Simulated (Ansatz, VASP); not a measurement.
# SnO in VASP and in Ansatz

POSCAR

```
SnO
1.0
    0.0000000000      2.6913620225      2.6913620225
    2.6913620225      0.0000000000      2.6913620225
    2.6913620225      2.6913620225      0.0000000000
Sn O
1 1
Direct
    0.0000000000      0.0000000000      0.0000000000
    0.7500000000      0.7500000000      0.7500000000
```

The input INCAR.step1:

```
SYSTEM = SnO
PREC = Accurate ; ENCUT = 660
ISMEAR = -1 ; SIGMA = 0.03
LREAL = .False. ; LASPH = .True.
NELM = 120 ; NBANDS = 17
GGA = PE ; ALGO = Normal
EDIFF = 1E-5 ; LWAVE = .True.
LCHARG = .False. ; GGA_COMPAT = .False.
```

Contents of INCAR.step2:

```
SYSTEM = SnO
PREC = Accurate ; ENCUT = 660
EDIFF = 1E-6 ; ISMEAR = -1
SIGMA = 0.03 ; LREAL = .False.
LASPH = .True. ; NELM = 120
ALGO = Normal ; ISIF = 2
LWAVE = .False. ; LCHARG = .False.
METAGGA = R2SCAN ; LMIXTAU = .True.
LUSE_VDW = .True. ; IVDW_NL = 2
BPARAM = 11.95 ; CPARAM = 0.0093
NBANDS = 17 ; ISTART = 1
GGA_COMPAT = .False.
```

Contents of KPOINTS:

```
regular mesh
0
Gamma
  10 10 10
  0 0 0
```

Input for Ansatz:

```yaml
crystal:
  lattice:
    - [0.0, 2.6913620225, 2.6913620225]
    - [2.6913620225, 0.0, 2.6913620225]
    - [2.6913620225, 2.6913620225, 0.0]
  atoms:
    - { symbol: Sn, position: [0.0, 0.0, 0.0] }
    - { symbol: O, position: [0.75, 0.75, 0.75] }
kpoints:
  mp_grid: { grid: [10, 10, 10] }
  band_path:
    path:
      - [0.0, 0.0, 0.0]
      - [-0.5, -0.5, 0.0]
      - [-0.375, -0.375, 0.25]
      - [-0.375, 0.0, 0.375]
      - [0.0, 0.0, 0.5]
      - [-0.5, -0.25, 0.25]
    npoints: 1
hamiltonian:
  xc: r2scan
  dispersion: rvv10
scf:
  occupations: { method: fermi_dirac, width: 0.03 }
  n_extra_bands: 4
output:
  forces: true
  stress: true
  eigenvalues: true
```

Alike in both runs: task single point; functional r2SCAN; dispersion rVV10; k mesh 10 × 10 × 10; occupations fermi-dirac, width 0.03 eV; no spin polarisation.

```csv
,VASP,Ansatz
version,VASP 6.6.1,Ansatz 0.2.0
potentials or method,"VASP PAW PBE potentials, release 64 (Sn_d, O)","plane waves, PAW"
plane-wave cutoff (eV),660,500
valence electrons in the cell,20,20
```

|  | VASP | Ansatz | Ansatz less VASP |
| --- | --- | --- | --- |
| pressure (GPa) | 0.1 | -0.3 | -0.36 |

VASP's potentials were made for PBE, not for r2SCAN.
